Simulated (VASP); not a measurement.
Set up this calculation in VASP 6.6.1, as the native input.

- Task: single point
- Functional: PBE
- Potentials or basis: VASP PAW PBE potentials, release 64 (Zn, P, Au)
- Cutoff: 520 eV
- k mesh: 4 × 4 × 4
- Occupations: gaussian, width 0.1 eV
- Spin: no spin polarisation
- Dipole correction: no
- Further INCAR settings: ALGO = Normal; EDIFF = 1e-06; NBANDS = 34

The structure of Zn3PAu lies in POSCAR:

```
Zn3PAu
1.0
    4.8427282638      0.0000000000      0.0000000000
    0.0000000000      4.8427282638      0.0000000000
    0.0000000000      0.0000000000      4.8427282638
Zn P Au
3 1 1
Direct
    0.0000000000      0.5000000000      0.5000000000
    0.5000000000      0.0000000000      0.5000000000
    0.5000000000      0.5000000000      0.0000000000
    0.0000000000      0.0000000000      0.0000000000
    0.5000000000      0.5000000000      0.5000000000
```

These files were run (other wordings do the same):

INCAR

```
ALGO     = Normal         # electronic algorithm
EDIFF    = 1E-6           # SCF threshold, eV
ENCUT    = 520            # plane-wave cutoff, eV
GGA      = PE             # functional
ISIF     = 2              # what is computed and relaxed
ISMEAR   = 0              # smearing method
LASPH    = T              # aspherical terms in the spheres
LCHARG   = F              # write CHGCAR
LREAL    = F              # projectors in reciprocal space
LWAVE    = F              # write WAVECAR
NBANDS   = 34             # bands
NELM     = 100            # most SCF steps
PREC     = Accurate       # precision mode
SIGMA    = 0.1            # smearing width, eV
```

KPOINTS

```
k-points
0
Gamma
  4 4 4
```

Potentials or basis: VASP PAW PBE potentials, release 64 (Zn, P, Au).

The run is started by

```bash
$ cat potpaw_PBE.64/Zn/POTCAR potpaw_PBE.64/P/POTCAR potpaw_PBE.64/Au/POTCAR > POTCAR
$ mpirun -np 1 vasp_std > vasp.out
```

It gave:

The pressure is 0.2 GPa. The band gap on the k mesh is zero (bands 26 and 27 overlap by 3.11 eV).

Caveat: spin-orbit coupling is left out, which moves the levels of the heavy elements.

Run time: 12 s on 1 thread of Intel(R) Xeon(R) 6975P-C (Granite Rapids), on a shared host, peak memory 0.22 GiB.
